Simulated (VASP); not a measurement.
# Cu (Im-3m) in VASP: further runs

The runs below take Cu through single point, with PBEsol.

Program: VASP 6.6.1. These are calculated values, not measurements. Logs are shortened: lines on timing, memory, paths and dates and some standing lists are left out, and cuts for length are marked.

**1. The cell of the first run**

It takes space group Im-3m (No. 229, cubic). Conventional cell: a = 2.754 Å, b = 2.754 Å, c = 2.754 Å, α = 90.00°, β = 90.00°, γ = 90.00°. Within 3.2 Å of Cu (site symmetry m-3m) lie 14 Cu at 2.39 to 2.75 Å.

**2. Single point, PBEsol (volume scaled by 0.92)**

INCAR

```
PREC = Accurate ; ENCUT = 520
EDIFF = 1E-7 ; ISMEAR = -1
SIGMA = 0.1 ; LREAL = F
LASPH = T ; NELM = 60
ALGO = Normal ; ISIF = 2
LWAVE = F ; LCHARG = F
GGA = PS ; NBANDS = 12
```

KPOINTS

```
regular mesh
0
Gamma
  17 17 17
```

POSCAR

```
Cu
1.0
   -1.3770279882      1.3770279882      1.3770279882
    1.3770279882     -1.3770279882      1.3770279882
    1.3770279882      1.3770279882     -1.3770279882
Cu
1
Direct
    0.0000000000      0.0000000000      0.0000000000
```

Potentials or basis: VASP PAW PBE potentials, release 64 (Cu).

Launch:

```
$ cat potpaw_PBE.64/Cu/POTCAR > POTCAR
$ mpirun -np 1 vasp_std > vasp.out
```

OUTCAR:

```text
PREC = Accurate
   ENCUT = 520
   EDIFF = 1E-7
   ISMEAR = -1
   LREAL = F
   LASPH = T
   NELM = 60
   ISIF = 2
   GGA = PS

 ion  position               nearest neighbor table
   1  0.000  0.000  0.000-

  LATTYP: Found a body centered cubic cell.
 ALAT       =     2.7540559764

  Lattice vectors:

 A1 = (  -1.3770279882,   1.3770279882,   1.3770279882)
 A2 = (   1.3770279882,  -1.3770279882,   1.3770279882)
 A3 = (   1.3770279882,   1.3770279882,  -1.3770279882)

Analysis of symmetry for initial positions (statically):
=====================================================================
 Subroutine PRICEL returns:
 Original cell was already a primitive cell.

 Routine SETGRP: Setting up the symmetry group for a
 body centered cubic supercell.

 Subroutine GETGRP returns: Found 48 space group operations
 (whereof 48 operations were pure point group operations)
 out of a pool of 48 trial point group operations.

The static configuration has the point symmetry O_h .

Analysis of symmetry for dynamics (positions and initial velocities):
=====================================================================
 Subroutine PRICEL returns:
 Original cell was already a primitive cell.

 Routine SETGRP: Setting up the symmetry group for a
 body centered cubic supercell.

 Subroutine GETGRP returns: Found 48 space group operations
 (whereof 48 operations were pure point group operations)
 out of a pool of 48 trial point group operations.

The dynamic configuration has the point symmetry O_h .

 Subroutine INISYM returns: Found 48 space group operations
 (whereof 48 operations are pure point group operations),
 and found     1 'primitive' translations

----------------------------------------------------------------------------------------

                                     Primitive cell

  volume of cell :      10.4445

  direct lattice vectors                    reciprocal lattice vectors
    -1.377027988  1.377027988  1.377027988     0.000000000  0.363100826  0.363100826
     1.377027988 -1.377027988  1.377027988     0.363100826  0.000000000  0.363100826
     1.377027988  1.377027988 -1.377027988     0.363100826  0.363100826  0.000000000

  length of vectors
     2.385082439  2.385082439  2.385082439     0.513502113  0.513502113  0.513502113

  position of ions in fractional coordinates (direct lattice)
     0.000000000  0.000000000  0.000000000

  ion indices of the primitive-cell ions
   primitive index   ion index
                 1           1

----------------------------------------------------------------------------------------

 KPOINTS: regular mesh

Automatic generation of k-mesh.
 Grid dimensions read from file:
 generate k-points for:   17   17   17

 Generating k-lattice:

  Cartesian coordinates                     Fractional coordinates (reciprocal lattice)
     0.000000000  0.021358872  0.021358872     0.058823529  0.000000000  0.000000000
     0.021358872  0.000000000  0.021358872     0.000000000  0.058823529  0.000000000
     0.021358872  0.021358872  0.000000000     0.000000000  0.000000000  0.058823529

  Length of vectors
     0.030206007  0.030206007  0.030206007

  Shift w.r.t. Gamma in fractional coordinates (k-lattice)
     0.000000000  0.000000000  0.000000000

 Subroutine IBZKPT returns following result:
 ===========================================

 Found    165 irreducible k-points:

 Following reciprocal coordinates:
            Coordinates               Weight
  0.000000  0.000000  0.000000      1.000000
  0.058824  0.000000  0.000000     12.000000
  0.117647  0.000000  0.000000     12.000000
  0.176471  0.000000  0.000000     12.000000
  0.235294  0.000000  0.000000     12.000000
  0.294118  0.000000  0.000000     12.000000
[... 16 lines left out ...]
  0.411765  0.117647  0.000000     48.000000
  0.176471  0.176471  0.000000     24.000000
 [... further k-points ...]
   k-points           NKPTS =    165   k-points in BZ     NKDIM =    165   number of bands    NBANDS=     12
   number of dos      NEDOS =    301   number of ions     NIONS =      1
   total plane-waves  NPLWV =   5832
   dimension x,y,z NGX =    18 NGY =   18 NGZ =   18
   dimension x,y,z NGXF=    36 NGYF=   36 NGZF=   36
   ions per type =               1
   NGX,Y,Z   is equivalent  to a cutoff of  12.55, 12.55, 12.55 a.u.
   NGXF,Y,Z  is equivalent  to a cutoff of  25.09, 25.09, 25.09 a.u.
 SYSTEM =  unknown system
   PREC   = accura    normal or accurate (medium, high low for compatibility)
   ISTART =      0    job   : 0-new  1-cont  2-samecut
   ICHARG =      2    charge: 1-file 2-atom 10-const
   ISPIN  =      1    spin polarized calculation?
   LNONCOLLINEAR =      F non collinear calculations
   LSORBIT =      F    spin-orbit coupling
   LASPH  =      T    aspherical Exc in radial PAW
   ENCUT  =  520.0 eV  38.22 Ry    6.18 a.u.   4.43  4.43  4.43*2*pi/ulx,y,z
   NELM   =     60;   NELMIN=  2; NELMDL= -5     # of ELM steps
   EDIFF  = 0.1E-06   stopping-criterion for ELM
   LREAL  =      F    real-space projection
   EDIFFG = 0.1E-05   stopping-criterion for IOM
   NSW    =      0    number of steps for IOM
   IBRION =     -1    ionic relax: 0-MD 1-quasi-New 2-CG
   NFREE  =      0    steps in history (QN), initial steepest desc. (CG)
   ISIF   =      2    stress and relaxation
   ISYM   =      2    0-nonsym 1-usesym 2-fastsym
   POTIM  = 0.5000    time-step for ionic-motion
   TEBEG  =    0.0;   TEEND  =   0.0 temperature during run
   PSTRESS=    0.0 pullay stress
   NELECT =      11.0000    total number of electrons
   NUPDOWN=      -1.0000    fix difference up-down
   EMIN   =  10.00;   EMAX   =-10.00  energy-range for DOS
   EFERMI =   0.00;   METHOD = LEGACY
   ISMEAR =    -1;   SIGMA  =   0.10  broadening in eV -4-tet -1-fermi 0-gaus
   EFERMI_NEDOS =   21; number of points for ismear=-14 and -15
   IALGO  =     38    algorithm
   IMIX   =      4    mixing-type and parameters
     AMIX     =   0.40;   BMIX     =  1.00
     AMIX_MAG =   1.60;   BMIX_MAG =  1.00
  volume/ion in A,a.u.               =      10.44        70.48
  Fermi-wavevector in a.u.,A,eV,Ry     =   1.665621  3.147568 37.746571  2.774295
  Thomas-Fermi vector in A             =   2.751960
   LORBIT       =      0    0 simple, 1 ext, 2 COOP (PROOUT), +10 PAW based schemes
   GGA     = PS    functional components
   LHFCALC =     F    Hartree Fock is set to
   AEXX    =    0.0000 exact exchange contribution
   IVDW    =     0    specifies the selected vdW correction
   LEPSILON=     F    determine dielectric tensor
   LRPA    =     F    only Hartree local field effects (RPA)
 non-spin polarized calculation
  energy-cutoff  :      520.00
  volume of cell :       10.44
 maximum number of plane-waves:       321
 NGX is ok and might be reduce to    18
   NGX =  9   NGY =  9   NGZ =  9

 number of electron      11.0000010 magnetization

 Free energy of the ion-electron system (eV)
  ---------------------------------------------------
  ext. energy  EPLUGINS =         0.00000000
  ---------------------------------------------------
  free energy    TOTEN  =        -4.22787307 eV

  energy without entropy =       -4.21993387  energy(sigma->0) =       -4.22390347

 E-fermi :   9.0075     XC(G=0): -13.6429

 val. band max:        8.8539747778   @ k =  -0.3529   0.3529   0.2353
 cond. band min:       9.0190259754   @ k =  -0.3529   0.4706   0.0588
 fundamental gap:      0.1650511975
 Fermi energy:         9.0075361956

 k-point     1 :       0.0000    0.0000    0.0000
  band No.  band energies     occupation
      1      -1.3423      2.00000
      2       5.5034      2.00000
      3       5.5034      2.00000
      4       5.5034      2.00000
      5       6.7261      2.00000
      6       6.7261      2.00000
      7      35.2559      0.00000
      8      35.2559      0.00000
      9      35.2559      0.00000
     10      39.9129      0.00000
     11      39.9129      0.00000
     12      40.4550      0.00000

 k-point     2 :       0.0588    0.0000    0.0000
  band No.  band energies     occupation
      1      -1.1964      2.00000
      2       5.4728      2.00000
      3       5.5015      2.00000
      4       5.5649      2.00000
      5       6.6956      2.00000
      6       6.7285      2.00000
      7      33.8736      0.00000
      8      34.9282      0.00000
      9      34.9764      0.00000
     10      38.4395      0.00000
     11      38.5983      0.00000
     12      38.6416      0.00000

 k-point     3 :       0.1176    0.0000    0.0000
  band No.  band energies     occupation
      1      -0.7651      2.00000
      2       5.3855      2.00000
      3       5.4883      2.00000
      4       5.7440      2.00000
      5       6.6229      2.00000
      6       6.7360      2.00000
      7      30.9708      0.00000
      8      33.8203      0.00000
      9      34.3564      0.00000
     10      36.2462      0.00000
     11      37.3783      0.00000
     12      38.3291      0.00000
[... 286 lines left out ...]
 k-point    23 :       0.4118    0.1176    0.0000
  band No.  band energies     occupation
      1       3.4648      2.00000
      2       4.6801      2.00000
      3       6.1606      2.00000
      4       6.6587      2.00000
      5       7.1164      2.00000
      6       9.4364      0.02708
      7      14.4653      0.00000
      8      23.9548      0.00000
      9      27.6880      0.00000
     10      33.8801      0.00000
     11      38.8114      0.00000
     12      42.6467      0.00000

 k-point    24 :       0.1765    0.1765    0.0000
  band No.  band energies     occupation
      1       2.1110      2.00000
      2       5.0229      2.00000
      3       5.0815      2.00000
      4       6.4582      2.00000
      5       6.8504      2.00000
      6       7.1844      2.00000
      7      23.2797      0.00000
      8      23.9932      0.00000
      9      29.8376      0.00000
     10      35.2074      0.00000
     11      38.2815      0.00000
     12      42.0535      0.00000

 [... further k-points ...]
[... 5 lines left out ...]
  --------------------------------------------------------------------------------------
  -------------------------------------------------------------------------------------
  Total        1.1680232      1.1680232      1.1680232     -0.0000000     -0.0000000     -0.0000000
  in kB      179.1734862    179.1734862    179.1734862     -0.0000000     -0.0000000     -0.0000000
  external PRESSURE =     179.1734862 kB  Pullay stress =       0.0000000 kB

 VOLUME and BASIS-vectors are now :
 -----------------------------------------------------------------------------
  energy-cutoff  :      520.00
  volume of cell :       10.44
      direct lattice vectors                 reciprocal lattice vectors
    -1.377027988  1.377027988  1.377027988     0.000000000  0.363100826  0.363100826
     1.377027988 -1.377027988  1.377027988     0.363100826  0.000000000  0.363100826
     1.377027988  1.377027988 -1.377027988     0.363100826  0.363100826  0.000000000

 POSITION                                       TOTAL-FORCE (eV/Angst)
 -----------------------------------------------------------------------------------
      0.00000      0.00000      0.00000         0.000000     -0.000000     -0.000000
 -----------------------------------------------------------------------------------
    total drift:                                0.000000     -0.000000      0.000000

  FREE ENERGIE OF THE ION-ELECTRON SYSTEM (eV)
  ---------------------------------------------------
  free  energy   TOTEN  =        -4.2278730731 eV

  energy  without entropy=       -4.2199338653  energy(sigma->0) =       -4.22390347
```

Run time: 7.2 s. Hardware: 1 thread of Intel Xeon 6975P-C (Granite Rapids), shared host; peak memory 0.13 GiB.

Results:

| Property | Result |
| --- | --- |
| Free energy | -4.2279 eV |
| Pressure | 17.9 GPa |

Levels at points of the mesh, in eV from the Fermi level:
| k point | band 3 | band 4 | band 5 | band 6 | band 7 | band 8 | band 9 | band 10 |
| --- | --- | --- | --- | --- | --- | --- | --- | --- |
| (0.00, 0.00, 0.00) | -3.50 | -3.50 | -2.28 | -2.28 | 26.25 | 26.25 | 26.25 | 30.91 |

Caveat: the cell differs from its parent crystal (volume scaled by 0.92); the PAW data sets were made with another functional, which shifts forces and pressure a little.

**3. Single point, PBEsol (volume scaled by 0.96)**

INCAR

```
  ALGO = Normal
  EDIFF = 1E-6
  ENCUT = 520
  GGA = PS
  ISIF = 2
  ISMEAR = -1
  LASPH = True
  LCHARG = False
  LREAL = False
  LWAVE = False
  NBANDS = 12
  NELM = 100
  PREC = Accurate
  SIGMA = 0.1
```

KPOINTS

```
k-points
0
Gamma
  17 17 17
```

POSCAR

```
Cu
1.0
   -1.3967024747      1.3967024747      1.3967024747
    1.3967024747     -1.3967024747      1.3967024747
    1.3967024747      1.3967024747     -1.3967024747
Cu
1
Direct
    0.0000000000      0.0000000000      0.0000000000
```

Potentials or basis: VASP PAW PBE potentials, release 64 (Cu).

Launch:

```
$ cat potpaw_PBE.64/Cu/POTCAR > POTCAR
$ mpirun -np 1 vasp_std > vasp.out
```

It took 6.7 s on 1 thread of Intel Xeon 6975P-C (Granite Rapids), shared host; peak memory 0.13 GiB.

It converged, with:

- Free energy: -4.2649 eV
- Pressure: 8.4 GPa

Levels at points of the mesh, in eV from the Fermi level:
| k point | band 4 | band 5 | band 6 | band 7 | band 8 | band 9 |
| --- | --- | --- | --- | --- | --- | --- |
| (0.00, 0.00, 0.00) | -3.34 | -2.19 | -2.19 | 25.85 | 25.85 | 25.85 |

Caveat: the cell differs from its parent crystal (volume scaled by 0.96); the PAW data sets were made with another functional, which shifts forces and pressure a little.

**4. Single point, PBEsol**

This run uses another cell than the first one, of 11.35 Å³/atom, 1.087 times its volume.

INCAR

```
SYSTEM = Cu
PREC = Accurate
ENCUT = 520
EDIFF = 1E-6
ISMEAR = -1
SIGMA = 0.1
LREAL = .FALSE.
LASPH = .TRUE.
NELM = 100
ALGO = Normal
ISIF = 2
LWAVE = .FALSE.
LCHARG = .FALSE.
GGA = PS
NBANDS = 12
```

KPOINTS

```
regular mesh
0
G
  17 17 17
  0 0 0
```

POSCAR

```
Cu
1.0
   -1.4158377631      1.4158377631      1.4158377631
    1.4158377631     -1.4158377631      1.4158377631
    1.4158377631      1.4158377631     -1.4158377631
Cu
1
Direct
    0.0000000000      0.0000000000      0.0000000000
```

Launch:

```
$ cat potpaw_PBE.64/Cu/POTCAR > POTCAR
$ mpirun -np 1 vasp_std > vasp.out
```

Wall time 6.9 s (1 thread of Intel Xeon 6975P-C (Granite Rapids), shared host); peak memory 0.13 GiB.

Results (log left out):

- Free energy: -4.2778 eV
- Pressure: 0.8 GPa

Levels at points of the mesh, in eV from the Fermi level:
```csv
k point,band 3,band 4,band 5,band 6,band 7,band 8,band 9,band 10
"(0.00, 0.00, 0.00)",-3.20,-3.20,-2.11,-2.11,25.46,25.46,25.46,29.37
```

Caveat: the PAW data sets were made with another functional, which shifts forces and pressure a little.

(Continued in part 2 of 2.)
